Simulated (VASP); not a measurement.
# ZnO (P6_3mc) in VASP: a series of runs

ZnO is run at these levels: PBE; tasks: single point, relaxation of cell and atoms.

All numbers are computed with VASP 6.6.1; they aren't measurements. Logs are shortened: lines on timing, memory, paths and dates and some standing lists are left out, and cuts for length are marked.

**What was measured.**

“Electronic structure of alkaline earth and post-transition metal oxides”, 2009, arxiv:0908.1581 quotes, for a bulk crystal of ZnO: band gap 3.37 eV.

How close the calculation comes is told below.

## 1. The cell of the first run

It takes space group P6_3mc (No. 186, hexagonal). The conventional cell has a = 3.249 Å, b = 3.249 Å, c = 5.204 Å, α = 90.00°, β = 90.00°, γ = 120.00°. Zn (site symmetry 3m) has 4 O at 1.97 to 1.99 Å within 2.6 Å. Within 2.6 Å of O (site symmetry 3m) lie 4 Zn at 1.97 to 1.99 Å.

## 2. Single point, PBE

The input, INCAR:

```
SYSTEM = ZnO
PREC = Accurate ; ENCUT = 520
EDIFF = 1E-6 ; ISMEAR = 0
SIGMA = 0.1 ; LREAL = .False.
LASPH = .True. ; NELM = 60
ALGO = Normal ; ISIF = 2
LWAVE = .False. ; LCHARG = .False.
GGA = PE ; NBANDS = 26
```

The input, KPOINTS:

```
Automatic mesh
0
Gamma
  6 6 4
  0 0 0
```

The input, POSCAR:

```
ZnO
1.0
    3.2493987300      0.0000000000      0.0000000000
   -1.6246993700      2.8140618500      0.0000000000
    0.0000000000      0.0000000000      5.2038002000
Zn O
2 2
Direct
    0.3333333300      0.6666666700      0.0000000000
    0.6666666700      0.3333333300      0.5000000000
    0.3333333300      0.6666666700      0.3820999900
    0.6666666700      0.3333333300      0.8820999900
```

Potentials or basis: VASP PAW PBE potentials, release 64 (Zn, O).

Command:

```
cat potpaw_PBE.64/Zn/POTCAR potpaw_PBE.64/O/POTCAR > POTCAR
mpirun -np 1 vasp_std > vasp.out
```

OUTCAR:

```text
SYSTEM = ZnO
   PREC = Accurate
   ENCUT = 520
   EDIFF = 1E-6
   ISMEAR = 0
   LREAL = .False.
   LASPH = .True.
   NELM = 60
   ISIF = 2
   GGA = PE

 ion  position               nearest neighbor table
   1  0.333  0.667  0.000-   4 1.97   4 1.97   4 1.97   3 1.99
   2  0.667  0.333  0.500-   3 1.97   3 1.97   3 1.97   4 1.99
   3  0.333  0.667  0.382-   2 1.97   2 1.97   2 1.97   1 1.99
   4  0.667  0.333  0.882-   1 1.97   1 1.97   1 1.97   2 1.99

  LATTYP: Found a hexagonal cell.
 ALAT       =     3.2493987300
 C/A-ratio  =     1.6014655733

  Lattice vectors:

 A1 = (   3.2493987300,   0.0000000000,   0.0000000000)
 A2 = (  -1.6246993700,   2.8140618500,   0.0000000000)
 A3 = (   0.0000000000,   0.0000000000,   5.2038002000)

Analysis of symmetry for initial positions (statically):
=====================================================================
 Subroutine PRICEL returns:
 Original cell was already a primitive cell.

 Routine SETGRP: Setting up the symmetry group for a
 hexagonal supercell.

 Subroutine GETGRP returns: Found 12 space group operations
 (whereof  6 operations were pure point group operations)
 out of a pool of 24 trial point group operations.

The static configuration has the point symmetry C_3v.
 The point group associated with its full space group is C_6v.

Analysis of symmetry for dynamics (positions and initial velocities):
=====================================================================
 Subroutine PRICEL returns:
 Original cell was already a primitive cell.

 Routine SETGRP: Setting up the symmetry group for a
 hexagonal supercell.

 Subroutine GETGRP returns: Found 12 space group operations
 (whereof  6 operations were pure point group operations)
 out of a pool of 24 trial point group operations.

The dynamic configuration has the point symmetry C_3v.
 The point group associated with its full space group is C_6v.

 Subroutine INISYM returns: Found 12 space group operations
 (whereof  6 operations are pure point group operations),
 and found     1 'primitive' translations

----------------------------------------------------------------------------------------

                                     Primitive cell

  volume of cell :      47.5836

  direct lattice vectors                    reciprocal lattice vectors
     3.249398730  0.000000000  0.000000000     0.307749243  0.177679109  0.000000000
    -1.624699370  2.814061850  0.000000000     0.000000000  0.355358216  0.000000000
     0.000000000  0.000000000  5.203800200     0.000000000  0.000000000  0.192167255

  length of vectors
[... 85 lines left out ...]
   NSW    =      0    number of steps for IOM
   IBRION =     -1    ionic relax: 0-MD 1-quasi-New 2-CG
   NFREE  =      0    steps in history (QN), initial steepest desc. (CG)
   ISIF   =      2    stress and relaxation
   ISYM   =      2    0-nonsym 1-usesym 2-fastsym
   POTIM  = 0.5000    time-step for ionic-motion
   TEBEG  =    0.0;   TEEND  =   0.0 temperature during run
   PSTRESS=    0.0 pullay stress
   NELECT =      36.0000    total number of electrons
   NUPDOWN=      -1.0000    fix difference up-down
   EMIN   =  10.00;   EMAX   =-10.00  energy-range for DOS
   EFERMI =   0.00;   METHOD = LEGACY
   ISMEAR =     0;   SIGMA  =   0.10  broadening in eV -4-tet -1-fermi 0-gaus
   EFERMI_NEDOS =   21; number of points for ismear=-14 and -15
   IALGO  =     38    algorithm
   IMIX   =      4    mixing-type and parameters
     AMIX     =   0.40;   BMIX     =  1.00
     AMIX_MAG =   1.60;   BMIX_MAG =  1.00
  volume/ion in A,a.u.               =      11.90        80.28
  Fermi-wavevector in a.u.,A,eV,Ry     =   1.491729  2.818959 30.276435  2.225255
  Thomas-Fermi vector in A             =   2.604347
   LORBIT       =      0    0 simple, 1 ext, 2 COOP (PROOUT), +10 PAW based schemes
   GGA     = PE    functional components
   LHFCALC =     F    Hartree Fock is set to
   AEXX    =    0.0000 exact exchange contribution
   IVDW    =     0    specifies the selected vdW correction
   LEPSILON=     F    determine dielectric tensor
   LRPA    =     F    only Hartree local field effects (RPA)
 non-spin polarized calculation
 Gauss-broadening in eV      SIGMA  =   0.10
  energy-cutoff  :      520.00
  volume of cell :       47.58
 maximum number of plane-waves:      1302
   NGX = 13   NGY = 13   NGZ = 19

 number of electron      36.0000016 magnetization

 Free energy of the ion-electron system (eV)
  ---------------------------------------------------
  ext. energy  EPLUGINS =         0.00000000
  ---------------------------------------------------
  free energy    TOTEN  =       -17.82010859 eV

  energy without entropy =      -17.82010859  energy(sigma->0) =      -17.82010859

 E-fermi :   1.6098     XC(G=0): -10.9123

 val. band max:        1.2102193668   @ k =   0.0000   0.0000   0.0000
 cond. band min:       1.9987772185   @ k =   0.0000   0.0000   0.0000
 fundamental gap:      0.7885578517
 Fermi energy:         1.6098188418

 k-point     1 :       0.0000    0.0000    0.0000
  band No.  band energies     occupation
      1     -16.8848      2.00000
      2     -16.1552      2.00000
      3      -4.4984      2.00000
      4      -4.4984      2.00000
      5      -4.4115      2.00000
      6      -4.4028      2.00000
[... 598 lines left out ...]
     25      16.9534      0.00000
     26      16.9534      0.00000

------------------------ aborting loop because EDIFF is reached ----------------------------------------

  FORCE on cell =-STRESS in cart. coord.  units (eV):
  Direction    XX          YY          ZZ          XY          YZ          ZX
  --------------------------------------------------------------------------------------
  -------------------------------------------------------------------------------------
  Total        1.7691792      1.7691792      1.8390750     -0.0000000      0.0000000      0.0000000
  in kB       59.5696645     59.5696646     61.9231105     -0.0000001      0.0000000      0.0000000
  external PRESSURE =      60.3541465 kB  Pullay stress =       0.0000000 kB

 VOLUME and BASIS-vectors are now :
 -----------------------------------------------------------------------------
  energy-cutoff  :      520.00
  volume of cell :       47.58
      direct lattice vectors                 reciprocal lattice vectors
     3.249398730  0.000000000  0.000000000     0.307749243  0.177679109  0.000000000
    -1.624699370  2.814061850  0.000000000     0.000000000  0.355358216  0.000000000
     0.000000000  0.000000000  5.203800200     0.000000000  0.000000000  0.192167255

 POSITION                                       TOTAL-FORCE (eV/Angst)
 -----------------------------------------------------------------------------------
     -0.00000      1.87604      0.00000         0.000000     -0.000000      0.032674
      1.62470      0.93802      2.60190        -0.000000      0.000000      0.032674
     -0.00000      1.87604      1.98837        -0.000000      0.000000     -0.032674
      1.62470      0.93802      4.59027         0.000000     -0.000000     -0.032674
 -----------------------------------------------------------------------------------
    total drift:                               -0.000016      0.000009     -0.000094

  FREE ENERGIE OF THE ION-ELECTRON SYSTEM (eV)
  ---------------------------------------------------
  free  energy   TOTEN  =       -17.8201085910 eV

  energy  without entropy=      -17.8201085908  energy(sigma->0) =      -17.82010859
```

OSZICAR:

```text
N       E                     dE             d eps       ncg     rms          rms(c)
DAV:   1     0.295101590010E+03    0.29510E+03   -0.18199E+04  1116   0.202E+03
DAV:   2     0.101175782750E+02   -0.28498E+03   -0.26589E+03  1156   0.405E+02
DAV:   3    -0.204738067087E+02   -0.30591E+02   -0.30214E+02  1176   0.137E+02
DAV:   4    -0.210605606198E+02   -0.58675E+00   -0.58565E+00  1208   0.191E+01
DAV:   5    -0.210635631169E+02   -0.30025E-02   -0.30024E-02  1184   0.141E+00    0.147E+01
DAV:   6    -0.176433621411E+02    0.34202E+01   -0.65539E+00  1702   0.615E+01    0.902E+00
DAV:   7    -0.178585322991E+02   -0.21517E+00   -0.29862E+00  1140   0.170E+01    0.541E+00
DAV:   8    -0.178696481125E+02   -0.11116E-01   -0.50566E-01  1612   0.767E+00    0.165E+00
DAV:   9    -0.178172372761E+02    0.52411E-01   -0.10742E-01  1610   0.652E+00    0.295E-01
DAV:  10    -0.178200034767E+02   -0.27662E-02   -0.37790E-02  1100   0.134E+00    0.133E-01
DAV:  11    -0.178200699292E+02   -0.66452E-04   -0.55453E-04  1220   0.275E-01    0.355E-02
DAV:  12    -0.178201045428E+02   -0.34614E-04   -0.10786E-04  1302   0.281E-01    0.184E-02
DAV:  13    -0.178201140731E+02   -0.95302E-05   -0.25723E-05  1226   0.102E-01    0.200E-02
DAV:  14    -0.178201086728E+02    0.54002E-05   -0.13913E-05  1304   0.392E-02    0.233E-03
DAV:  15    -0.178201085910E+02    0.81853E-07   -0.30451E-06  1022   0.159E-02
   1 F= -.17820109E+02 E0= -.17820109E+02  d E =-.196421E-09
```

Wall time 10 s (1 thread of Intel Xeon 6975P-C (Granite Rapids), shared host); peak memory 0.16 GiB.

What came out:

* Free energy: -17.8201 eV
* Pressure: 6.0 GPa
* Largest force: 0.033 eV/Å
* Band gap on the k mesh: 0.79 eV, direct

Forces on the atoms (eV/Å):
```
Zn   0.000  0.000  0.033
Zn   0.000  0.000  0.033
O    0.000  0.000 -0.033
O    0.000  0.000 -0.033
```

Stress tensor (GPa, compression positive):
```
5.96 0.00 0.00
0.00 5.96 0.00
0.00 0.00 6.19
```

Levels at points of the mesh, in eV from the valence-band top:
```csv
k point,band 14,band 15,band 16,band 17,band 18,band 19,band 20,band 21,band 22,band 23
"(0.00, 0.00, 0.00)",-0.79,-0.79,-0.09,0.00,0.00,0.79,5.19,8.25,12.84,12.84
"(0.50, 0.00, 0.00)",-3.59,-2.81,-2.28,-1.27,-0.86,5.77,6.86,7.64,8.47,10.60
"(0.00, 0.00, 0.50)",-2.23,-0.39,-0.39,-0.39,-0.39,3.46,3.46,10.09,10.09,13.12
"(0.50, 0.00, 0.50)",-3.76,-1.53,-1.53,-1.35,-1.35,5.72,5.72,8.43,8.43,11.27
```

## 3. Single point, PBE

This run uses another cell than the first one, of 12.29 Å³/atom, 1.034 times its volume.

The input, INCAR:

```
SYSTEM = ZnO
PREC     = Accurate       ! precision mode
ENCUT    = 520            ! plane-wave cutoff, eV
EDIFF    = 1E-6           ! SCF threshold, eV
ISMEAR   = 0              ! smearing method
SIGMA    = 0.1            ! smearing width, eV
LREAL    = .False.        ! projectors in reciprocal space
LASPH    = .True.         ! aspherical terms in the spheres
NELM     = 80             ! most SCF steps
ALGO     = Normal         ! electronic algorithm
ISIF     = 2              ! what is computed and relaxed
LWAVE    = .False.        ! write WAVECAR
LCHARG   = .False.        ! write CHGCAR
GGA      = PE             ! functional
NBANDS   = 26             ! bands
```

The input, KPOINTS:

```
regular mesh
0
Gamma
  6 6 4
  0 0 0
```

The input, POSCAR:

```
ZnO
1.0
    3.2782905385      0.0000000029      0.0000000000
   -1.6391452718      2.8390828858      0.0000000000
    0.0000000000      0.0000000000      5.2839711330
Zn O
2 2
Direct
    0.3333333333      0.6666666667      0.0010041579
    0.6666666667      0.3333333333      0.5010041579
    0.3333333333      0.6666666667      0.3810958321
    0.6666666667      0.3333333333      0.8810958321
```

Potentials or basis: VASP PAW PBE potentials, release 64 (Zn, O).

Command:

```
cat potpaw_PBE.64/Zn/POTCAR potpaw_PBE.64/O/POTCAR > POTCAR
mpirun -np 1 vasp_std > vasp.out
```

Run time: 10 s. Hardware: 1 thread of Intel Xeon 6975P-C (Granite Rapids), shared host; peak memory 0.16 GiB.

It converged, with:

```yaml
Free_energy: -17.8576 eV
Pressure: 1.2 GPa
Largest_force: 0.021 eV/Å
Band_gap_on_the_k_mesh: 0.73 eV, direct
```

Forces in eV/Å, atoms in the order of the input:
```
Zn   0.000  0.000  0.021
Zn   0.000  0.000  0.021
O    0.000  0.000 -0.021
O    0.000  0.000 -0.021
```

Stress tensor (GPa, compression positive):
```
1.28 0.00 0.00
0.00 1.28 0.00
0.00 0.00 1.14
```

Levels at points of the mesh, in eV from the valence-band top:
```
           k point  band 16  band 17  band 18  band 19  band 20  band 21
(0.00, 0.00, 0.00)    -0.08     0.00     0.00     0.73     5.09     8.09
(0.50, 0.00, 0.00)    -2.16    -1.23    -0.81     5.63     6.82     7.54
(0.00, 0.00, 0.50)    -0.37    -0.37    -0.37     3.37     3.37     9.92
(0.50, 0.00, 0.50)    -1.44    -1.31    -1.31     5.65     5.65     8.24
```

## 4. Relaxation of cell and atoms, PBE

The input, INCAR:

```
ALGO = Normal
EDIFF = 1E-6
EDIFFG = -0.04
ENCUT = 600
GGA = PE
IBRION = 2
ISIF = 3
ISMEAR = 0
LASPH = T
LCHARG = F
LREAL = F
LWAVE = F
NELM = 60
NSW = 90
PREC = Accurate
SIGMA = 0.1
```

The input, KPOINTS:

```
k-points
0
Gamma
  6 6 4
```

The input, POSCAR:

```
ZnO
1.0
    3.2493987300      0.0000000000      0.0000000000
   -1.6246993700      2.8140618500      0.0000000000
    0.0000000000      0.0000000000      5.2038002000
Zn O
2 2
Direct
    0.3333333300      0.6666666700      0.0000000000
    0.6666666700      0.3333333300      0.5000000000
    0.3333333300      0.6666666700      0.3820999900
    0.6666666700      0.3333333300      0.8820999900
```

Command:

```
cat potpaw_PBE.64/Zn/POTCAR potpaw_PBE.64/O/POTCAR > POTCAR
mpirun -np 1 vasp_std > vasp.out
```

Run time: 34 s. Hardware: 1 thread of Intel Xeon 6975P-C (Granite Rapids), shared host; peak memory 0.19 GiB.

It converged, with:

- Free energy: -17.8591 eV
- Relaxed volume: 12.40 Å³/atom
- Relaxed cell: a = 3.294 Å, b = 3.294 Å, c = 5.278 Å, α = 90.00°, β = 90.00°, γ = 120.00°
- Space group after relaxing (to 0.05 Å): P6_3mc (No. 186)
- Energy gained by relaxing: 8.8 meV/atom
- Ionic steps: 3
- Pressure after relaxing: -0.1 GPa
- Largest force after relaxing: 0.024 eV/Å
- Band gap on the k mesh: 0.73 eV, direct

Forces in eV/Å, atoms in the order of the input:
```
Zn   0.000  0.000  0.024
Zn   0.000  0.000  0.024
O    0.000  0.000 -0.024
O    0.000  0.000 -0.024
```

Stress tensor (GPa, compression positive):
```
-0.20  0.00  0.00
 0.00 -0.20  0.00
 0.00  0.00  0.23
```

Step by step:
| step | energy change (eV) | largest force (eV/Å) | pressure (GPa) | volume (Å³) |
| --- | --- | --- | --- | --- |
| 1 | 0.0000 | 0.0323 | 5.85 | 47.58 |
| 2 | -0.0265 | 0.0211 | -2.60 | 50.64 |
| 3 | -0.0350 | 0.0245 | -0.05 | 49.58 |

Final structure:
```
CELL_PARAMETERS angstrom
3.29367 0.00000 0.00000
-1.64684 2.85240 0.00000
0.00000 0.00000 5.27758
ATOMIC_POSITIONS crystal
Zn 0.33333 0.66667 0.00020
Zn 0.66667 0.33333 0.50020
O 0.33333 0.66667 0.38190
O 0.66667 0.33333 0.88190
```

Levels at points of the mesh, in eV from the valence-band top:
```
           k point  band 15  band 16  band 17  band 18  band 19  band 20  band 21  band 22
(0.00, 0.00, 0.00)    -0.74    -0.08     0.00     0.00     0.73     5.04     8.11    12.63
(0.50, 0.00, 0.00)    -2.69    -2.14    -1.20    -0.81     5.60     6.81     7.58     8.19
(0.00, 0.00, 0.50)    -0.37    -0.37    -0.37    -0.37     3.36     3.36     9.92     9.92
(0.50, 0.00, 0.50)    -1.43    -1.43    -1.27    -1.27     5.65     5.65     8.19     8.19
```

PBE usually gives volumes a little too large and moduli too small. Zero-point motion and thermal expansion aren't in these numbers.

## 5. Overview

```tsv
task	cell	cutoff (eV)	gap on the mesh (eV)	pressure (GPa)	largest force (eV/Å)
single point	a = 3.249, b = 3.249, c = 5.204 Å, angles 90.0, 90.0, 120.0°, 4 atoms	520	0.79	6.0	0.03
single point	a = 3.278, b = 3.278, c = 5.284 Å, angles 90.0, 90.0, 120.0°, 4 atoms	520	0.73	1.2	0.02
relaxation of cell and atoms	relaxed from a = 3.249, b = 3.249, c = 5.204 Å, angles 90.0, 90.0, 120.0°, 4 atoms	600	0.73	-0.1	0.02
```

Alike in all rows: level PBE; potentials or basis VASP PAW PBE potentials, release 64 (Zn, O); no spin polarisation; k mesh 6 × 6 × 4; smearing gaussian 0.1 eV.

Absolute energies hang on the potentials; compare differences alone.

## 6. Comparison with measurements

Step 3. A measured gap of ZnO is 3.37 eV (quoted in “Electronic structure of alkaline earth and post-transition metal oxides”, 2009, arxiv:0908.1581); the calculated 0.73 eV misses it by -2.64 eV. So large a miss can be the level of theory's own, or it may mean another phase, state or a wrong row. The value is that of PBE, without temperature or zero-point motion. Semilocal functionals fall short of measured gaps as a rule.
